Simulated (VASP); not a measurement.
Input of a VASP 6.6.1 run:

File POSCAR:

```
Ir
1.0
    0.0000000000      1.9156000000      1.9156000000
    1.9156000000      0.0000000000      1.9156000000
    1.9156000000      1.9156000000      0.0000000000
Ir
1
Direct
    0.0000000000      0.0000000000      0.0000000000
```

INCAR.step1

```
PREC = Accurate ; ENCUT = 520
ISMEAR = 0 ; SIGMA = 0.1
LREAL = F ; LASPH = T
NELM = 100 ; NBANDS = 10
GGA = PE ; ALGO = Normal
EDIFF = 1E-4 ; LWAVE = T
LCHARG = F
```

Contents of INCAR.step2:

```
PREC = Accurate ; ENCUT = 520
EDIFF = 1E-7 ; ISMEAR = 0
SIGMA = 0.1 ; LREAL = F
LASPH = T ; NELM = 100
ALGO = Normal ; ISIF = 2
LWAVE = F ; LCHARG = F
METAGGA = R2SCAN ; LMIXTAU = T
NBANDS = 10 ; ISTART = 1
```

The input KPOINTS:

```
regular mesh
0
Gamma
  10 10 10
```

Potentials or basis: VASP PAW PBE potentials, release 64 (Ir).

Run with:

```bash
$ cat potpaw_PBE.64/Ir/POTCAR > POTCAR
$ cp INCAR.step1 INCAR
$ mpirun -np 1 vasp_std > vasp.out
$ cp INCAR.step2 INCAR
$ mpirun -np 1 vasp_std > vasp.out
```

What does it give for the pressure?

6.6 GPa.

Caveat: the PAW data sets were made with another functional, which shifts forces and pressure a little.
